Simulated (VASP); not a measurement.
A run of VASP 6.6.1:

File POSCAR:

```
Mn
1.0
    2.2290535044      0.0000000000      0.0000000000
    0.0000000000      2.2290535044      0.0000000000
    0.0000000000      0.0000000000      2.2290535044
Mn
1
Direct
    0.0000000000      0.0000000000      0.0000000000
```

INCAR.step1

```
SYSTEM = Mn
ALGO = Normal
EDIFF = 1E-5
ENCUT = 750
GGA = PE
GGA_COMPAT = .FALSE.
ISMEAR = -1
LASPH = .TRUE.
LCHARG = .FALSE.
LREAL = .FALSE.
LWAVE = .TRUE.
NBANDS = 14
NELM = 120
PREC = Accurate
SIGMA = 0.1
```

The input INCAR.step2:

```
SYSTEM = Mn
ALGO = Normal
EDIFF = 1E-6
ENCUT = 750
GGA_COMPAT = .FALSE.
ISIF = 2
ISMEAR = -1
ISTART = 1
LASPH = .TRUE.
LCHARG = .TRUE.
LELF = .TRUE.
LMIXTAU = .TRUE.
LREAL = .FALSE.
LVHAR = .TRUE.
LWAVE = .FALSE.
METAGGA = R2SCAN
NBANDS = 14
NELM = 120
PREC = Accurate
SIGMA = 0.1
```

File KPOINTS:

```
k-points
0
G
  16 16 16
  0 0 0
```

Potentials or basis: VASP PAW PBE potentials, release 64 (Mn_sv).

Command:

```console
$ cat potpaw_PBE.64/Mn_sv/POTCAR > POTCAR
$ cp INCAR.step1 INCAR
$ mpirun -np 1 vasp_std > vasp.out
$ cp INCAR.step2 INCAR
$ mpirun -np 1 vasp_std > vasp.out
```

Hardware: 1 thread of AMD EPYC 9R45 96-Core Processor (Zen 5), with other jobs on the host.

Estimate the wall time of this run.

Run time: 72 s on 1 thread of AMD EPYC 9R45 96-Core Processor (Zen 5) (shared host), peak memory 0.13 GiB. Counts: k points 165.
